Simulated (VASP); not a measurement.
Runs of VASP 6.6.1 on LiF. The structure is that of space group Fm-3m (No. 225), or close to it. The cells are those of the table. 

```csv
cell,gap on the mesh (eV)
"a = 2.870, b = 2.848 Å, angles 60.2, 59.5, 60.2°, 2 atoms",10.10
"a = 2.863, b = 2.848 Å, angles 60.2, 59.7, 60.2°, 2 atoms",10.15
"a = 2.855, b = 2.848 Å, angles 60.1, 59.8, 60.1°, 2 atoms",10.21
"a = 2.877, b = 2.848 Å, angles 60.3, 59.3, 60.3°, 2 atoms",(a)
"a = 2.841, b = 2.848 Å, angles 59.9, 60.2, 59.9°, 2 atoms",10.32
"a = 2.873, b = 2.848 Å, angles 60.3, 59.4, 60.3°, 2 atoms",10.07
"a = 2.820, b = 2.848 Å, angles 59.7, 60.7, 59.7°, 2 atoms",(b)
"a = 2.834, b = 2.848 Å, angles 59.8, 60.3, 59.8°, 2 atoms",(c)
```

Alike in all rows: task single point; level r2SCAN; potentials or basis VASP PAW PBE potentials, release 64 (Li_sv, F); no spin polarisation; k mesh 10 × 10 × 10; cutoff (eV) 520; smearing gaussian 0.05 eV.

**Question.** Estimate the missing entries.

**Answer.** (a) 10.04; (b) 10.45; (c) 10.36.

A k mesh can miss the band edges.
